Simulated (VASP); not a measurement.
Fe, 1 atom in the cell. It takes space group Im-3m (No. 229, cubic). The conventional cell has a = 2.861 Å, b = 2.861 Å, c = 2.861 Å, α = 90.00°, β = 90.00°, γ = 90.00°. Fe (site symmetry m-3m) has 14 Fe at 2.48 to 2.86 Å within 3.3 Å. 

* Program: VASP 6.6.1
* Task: single point
* Functional: PBE
* Potentials or basis: VASP PAW PBE potentials, release 64 (Fe_sv)
* Cutoff: 690 eV
* k mesh: 12 × 12 × 12
* Occupations: fermi-dirac, width 0.05 eV
* Spin: collinear spin, ferromagnetic start
* Starting moments: [3.68] μB
* Fixed moment: 3.68 μB
* Hubbard terms: Fe d U = 5.3 eV
* Dipole correction: no
* Further INCAR settings: ALGO = Normal; EDIFF = 1e-06; NBANDS = 18

Potentials or basis: VASP PAW PBE potentials, release 64 (Fe_sv).

The run is started by

```bash
$ cat potpaw_PBE.64/Fe_sv/POTCAR > POTCAR
$ mpirun -np 1 vasp_std > vasp.out
```

Hardware: 1 thread of Intel(R) Xeon(R) Platinum 8488C (Sapphire Rapids), on a shared host.

Q: Estimate the wall time of this run.

A: Wall time 29 s on 1 thread of Intel(R) Xeon(R) Platinum 8488C (Sapphire Rapids), with other jobs on the host, peak memory 0.17 GiB. Counts: scf iterations 15, k points 72.
